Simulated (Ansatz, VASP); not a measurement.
One calculation of Sb2Au, two programs

Contents of INCAR:

```
PREC     = Accurate       # precision mode
ENCUT    = 520            # plane-wave cutoff, eV
EDIFF    = 1E-7           # SCF threshold, eV
ISMEAR   = -1             # smearing method
SIGMA    = 0.15           # smearing width, eV
LREAL    = F              # projectors in reciprocal space
LASPH    = T              # aspherical terms in the spheres
NELM     = 60             # most SCF steps
ALGO     = Normal         # electronic algorithm
ISIF     = 2              # what is computed and relaxed
LWAVE    = F              # write WAVECAR
LCHARG   = F              # write CHGCAR
GGA      = CA             # functional
NBANDS   = 18             # bands
```

The input KPOINTS:

```
regular mesh
0
Gamma
  12 12 12
```

File POSCAR:

```
Sb2Au
1.0
    0.0000000000      3.3394021890      3.3394021890
    3.3394021890      0.0000000000      3.3394021890
    3.3394021890      3.3394021890      0.0000000000
Sb Au
2 1
Direct
    0.2500000000      0.2500000000      0.2500000000
    0.7500000000      0.7500000000      0.7500000000
    0.0000000000      0.0000000000      0.0000000000
```

Input for Ansatz:

```yaml
crystal:
  lattice:
    - [0.0, 3.339402189, 3.339402189]
    - [3.339402189, 0.0, 3.339402189]
    - [3.339402189, 3.339402189, 0.0]
  atoms:
    - { symbol: Sb, position: [0.25, 0.25, 0.25] }
    - { symbol: Sb, position: [0.75, 0.75, 0.75] }
    - { symbol: Au, position: [0.0, 0.0, 0.0] }
basis:
  ecutwfc: 420
kpoints:
  mp_grid: { grid: [12, 12, 12] }
hamiltonian:
  xc: lda
scf:
  occupations: { method: fermi_dirac, width: 0.15 }
output:
  forces: true
  stress: true
  eigenvalues: true
```

Alike in both runs: task single point; functional LDA; k mesh 12 × 12 × 12; occupations fermi-dirac, width 0.15 eV; no spin polarisation.

|  | VASP | Ansatz |
| --- | --- | --- |
| version | VASP 6.6.1 | Ansatz 0.2.0 |
| potentials or method | VASP PAW LDA potentials, release 64 (Sb, Au), cutoff 520 eV | scalar-relativistic, plane waves, PAW |
| valence electrons in the cell | 21 | 49 |

|  | VASP | Ansatz | Ansatz less VASP |
| --- | --- | --- | --- |
| gap on the k mesh at the Fermi level (eV) | none | none | - |
| pressure (GPa) | 2.1 | 1.9 | -0.20 |

LDA's correlation is that of Perdew and Zunger in VASP and of Perdew and Wang (1992) in Ansatz. A gap of «none» marks a metal or a gap that the smearing closes. VASP's potentials hold 21 valence electrons a cell and Ansatz's 49, so a difference there can come from the potentials and not from the codes.

Neither program's run includes spin-orbit coupling.
